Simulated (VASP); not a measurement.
# Lu (Im-3m) in VASP: a series of runs, part 2 of 2

VASP 6.6.1.

## 3. Single point, PBEsol (24.54 Å³/atom)

This run uses another cell than the first one, of 24.54 Å³/atom.

The input, INCAR:

```
SYSTEM = Lu
ALGO = Normal ; EDIFF = 1E-6
ENCUT = 520 ; GGA = PS
ISIF = 2 ; ISMEAR = -1
LASPH = .True. ; LCHARG = .False.
LREAL = .False. ; LWAVE = .False.
NBANDS = 18 ; NELM = 100
PREC = Accurate ; SIGMA = 0.05
```

The input, KPOINTS:

```
k-points
0
Gamma
  16 16 16
  0 0 0
```

The input, POSCAR:

```
Lu
1.0
   -1.8306481584      1.8306481584      1.8306481584
    1.8306481584     -1.8306481584      1.8306481584
    1.8306481584      1.8306481584     -1.8306481584
Lu
1
Direct
    0.0000000000      0.0000000000      0.0000000000
```

Potentials or basis: VASP PAW PBE potentials, release 64 (Lu).

Launch:

```bash
$ cat potpaw_PBE.64/Lu/POTCAR > POTCAR
$ mpirun -np 1 vasp_std > vasp.out
```

OUTCAR:

```text
SYSTEM = Lu
   EDIFF = 1E-6
   ENCUT = 520
   GGA = PS
   ISIF = 2
   ISMEAR = -1
   LASPH = .True.
   LREAL = .False.
   NELM = 100
   PREC = Accurate

 ion  position               nearest neighbor table
   1  0.000  0.000  0.000-

  LATTYP: Found a body centered cubic cell.
 ALAT       =     3.6612963168

  Lattice vectors:

 A1 = (  -1.8306481584,   1.8306481584,   1.8306481584)
 A2 = (   1.8306481584,  -1.8306481584,   1.8306481584)
 A3 = (   1.8306481584,   1.8306481584,  -1.8306481584)

Analysis of symmetry for initial positions (statically):
=====================================================================
 Subroutine PRICEL returns:
 Original cell was already a primitive cell.

 Routine SETGRP: Setting up the symmetry group for a
 body centered cubic supercell.

 Subroutine GETGRP returns: Found 48 space group operations
 (whereof 48 operations were pure point group operations)
 out of a pool of 48 trial point group operations.

[... 153 lines left out ...]
  ext. energy  EPLUGINS =         0.00000000
  ---------------------------------------------------
  free energy    TOTEN  =        -4.73356048 eV

  energy without entropy =       -4.71775502  energy(sigma->0) =       -4.72565775

 E-fermi :   2.9412     XC(G=0): -11.6453

 val. band max:        2.9390781605   @ k =   0.2500   0.1875   0.1250
 cond. band min:       2.9470243631   @ k =   0.2500   0.1250   0.1250
 fundamental gap:      0.0079462026
 Fermi energy:         2.9412208473

 k-point     1 :       0.0000    0.0000    0.0000
  band No.  band energies     occupation
      1     -53.0982      2.00000
      2     -23.3666      2.00000
      3     -23.3666      2.00000
      4     -23.3666      2.00000
      5      -3.6731      2.00000
      6      -1.9621      2.00000
[... 481 lines left out ...]
      5      -1.9277      2.00000
      6      -1.9208      2.00000
[... 10 lines left out ...]
     17       9.9875      0.00000
     18      13.8255      0.00000

 [... further k-points ...]

------------------------ aborting loop because EDIFF is reached ----------------------------------------

  FORCE on cell =-STRESS in cart. coord.  units (eV):
  Direction    XX          YY          ZZ          XY          YZ          ZX
  --------------------------------------------------------------------------------------
  -------------------------------------------------------------------------------------
  Total        1.1290748      1.1290748      1.1290748     -0.0000000     -0.0000000      0.0000000
  in kB       73.7154758     73.7154758     73.7154758     -0.0000000     -0.0000000      0.0000000
  external PRESSURE =      73.7154758 kB  Pullay stress =       0.0000000 kB

 VOLUME and BASIS-vectors are now :
 -----------------------------------------------------------------------------
  energy-cutoff  :      520.00
  volume of cell :       24.54
      direct lattice vectors                 reciprocal lattice vectors
    -1.830648158  1.830648158  1.830648158     0.000000000  0.273127306  0.273127306
     1.830648158 -1.830648158  1.830648158     0.273127306  0.000000000  0.273127306
     1.830648158  1.830648158 -1.830648158     0.273127306  0.273127306  0.000000000

 POSITION                                       TOTAL-FORCE (eV/Angst)
 -----------------------------------------------------------------------------------
      0.00000      0.00000      0.00000         0.000000     -0.000000      0.000000
 -----------------------------------------------------------------------------------
    total drift:                                0.000000      0.000000      0.000000

  FREE ENERGIE OF THE ION-ELECTRON SYSTEM (eV)
  ---------------------------------------------------
  free  energy   TOTEN  =        -4.7335604776 eV

  energy  without entropy=       -4.7177550192  energy(sigma->0) =       -4.72565775
```

OSZICAR:

```text
N       E                     dE             d eps       ncg     rms          rms(c)
DAV:   1     0.788564815088E+02    0.78856E+02   -0.10099E+04  6452   0.467E+03
DAV:   2     0.930022515252E+00   -0.77926E+02   -0.76205E+02  5466   0.359E+02
DAV:   3    -0.466887112310E+01   -0.55989E+01   -0.55488E+01  5728   0.727E+01
DAV:   4    -0.486762507781E+01   -0.19875E+00   -0.19795E+00  7320   0.114E+01
DAV:   5    -0.487223101309E+01   -0.46059E-02   -0.46039E-02  6128   0.147E+00    0.349E+00
DAV:   6    -0.475307739949E+01    0.11915E+00   -0.40482E-01  8988   0.128E+01    0.141E+00
DAV:   7    -0.473573659830E+01    0.17341E-01   -0.27797E-02  7582   0.152E+00    0.410E-01
DAV:   8    -0.473336175428E+01    0.23748E-02   -0.70707E-03  8408   0.655E-01    0.118E-01
DAV:   9    -0.473356164625E+01   -0.19989E-03   -0.66491E-04  5876   0.296E-01    0.608E-02
DAV:  10    -0.473355901785E+01    0.26284E-05   -0.10279E-04  6302   0.890E-02    0.147E-02
DAV:  11    -0.473356064780E+01   -0.16299E-05   -0.59900E-06  5792   0.237E-02    0.312E-03
DAV:  12    -0.473356047755E+01    0.17024E-06   -0.20473E-07  3472   0.517E-03
   1 F= -.47335605E+01 E0= -.47256577E+01  d E =-.158055E-01
```

stdout:

```text
POSCAR found type information on POSCAR Lu
 POSCAR found :  1 types and       1 ions
 scaLAPACK will be used
 -----------------------------------------------------------------------------
|                                                                             |
|                                                                             |
|     You enforced a specific xc type in the INCAR file but a different       |
|     I HOPE YOU KNOW WHAT YOU ARE DOING!                                     |
|                                                                             |
 -----------------------------------------------------------------------------

 LDA part: xc-table for (Slater+PW92), standard interpolation
 POSCAR, INCAR and KPOINTS ok, starting setup
 FFT: planning ... GRIDC
 FFT: planning ... GRID_SOFT
 FFT: planning ... GRID
 WAVECAR not read
 entering main loop
```

It took 32 s on 1 thread of Intel Xeon Platinum 8488C (Sapphire Rapids), shared host; peak memory 0.2 GiB.

What came out:

```
Free energy            : -4.7336 eV
Pressure               : 7.4 GPa
Band gap on the k mesh : zero (an odd number of electrons rules out a gap without spin polarisation)
```

Levels at points of the mesh, in eV from the Fermi level:
```
           k point  band 9  band 10  band 11  band 12  band 13  band 14  band 15  band 16
(0.00, 0.00, 0.00)   -4.76    -4.76    -4.76    -4.72     2.26     2.26     2.26     4.94
(0.50, 0.00, 0.00)   -4.77    -4.76    -4.74    -2.92     0.15     1.11     4.79     5.92
(0.50, 0.50, 0.50)   -4.75    -4.75    -4.75    -2.09    -2.09     6.99     6.99     6.99
```

Caveat: the cell stands under pressure; the PAW data sets were made with another functional, which shifts forces and pressure a little; spin-orbit coupling is left out, which moves the levels of the heavy elements.
